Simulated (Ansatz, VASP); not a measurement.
## Two plane-wave programs on Ti

File INCAR:

```
SYSTEM = Ti
  ALGO = Normal
  EDIFF = 1E-6
  ENCUT = 520
  GGA = PS
  ISIF = 2
  ISMEAR = 0
  LASPH = .True.
  LCHARG = .False.
  LREAL = .False.
  LWAVE = .False.
  NBANDS = 12
  NELM = 100
  PREC = Accurate
  SIGMA = 0.15
```

File KPOINTS:

```
k-points
0
Gamma
  20 20 20
  0 0 0
```

POSCAR

```
Ti
1.0
    0.0000000000      2.1315000000      2.1315000000
    2.1315000000      0.0000000000      2.1315000000
    2.1315000000      2.1315000000      0.0000000000
Ti
1
Direct
    0.0000000000      0.0000000000      0.0000000000
```

Input for Ansatz:

```yaml
crystal:
  lattice:
    - [0.0, 2.1315, 2.1315]
    - [2.1315, 0.0, 2.1315]
    - [2.1315, 2.1315, 0.0]
  atoms:
    - { symbol: Ti, position: [0.0, 0.0, 0.0] }
basis:
  ecutwfc: 420
kpoints:
  mp_grid: { grid: [20, 20, 20] }
hamiltonian:
  xc: pbesol
scf:
  occupations: { method: gaussian, width: 0.15 }
output:
  forces: true
  stress: true
  eigenvalues: true
```

Change from the starting cell: strain +0.050 along x and y, +0.050 along z, atoms carried along.

Alike in both runs: task single point; functional PBEsol; k mesh 20 × 20 × 20; occupations gaussian, width 0.15 eV; no spin polarisation.

|  | VASP | Ansatz |
| --- | --- | --- |
| version | VASP 6.6.1 | Ansatz 0.2.0 |
| potentials or method | VASP PAW PBE potentials, release 64 (Ti_sv), cutoff 520 eV | scalar-relativistic, plane waves, PAW |
| valence electrons in the cell | 12 | 12 |

VASP gave:

| Item | Value |
| --- | --- |
| gap on the k mesh at the Fermi level (eV) | none |
| pressure (GPa) | -13.2 |

Task: Estimate Ansatz's values.

Result: gap on the k mesh at the Fermi level (eV): none; pressure (GPa): -13.1.

VASP's potentials were made for PBE, not for PBEsol. A gap of «none» marks a metal or a gap that the smearing closes.
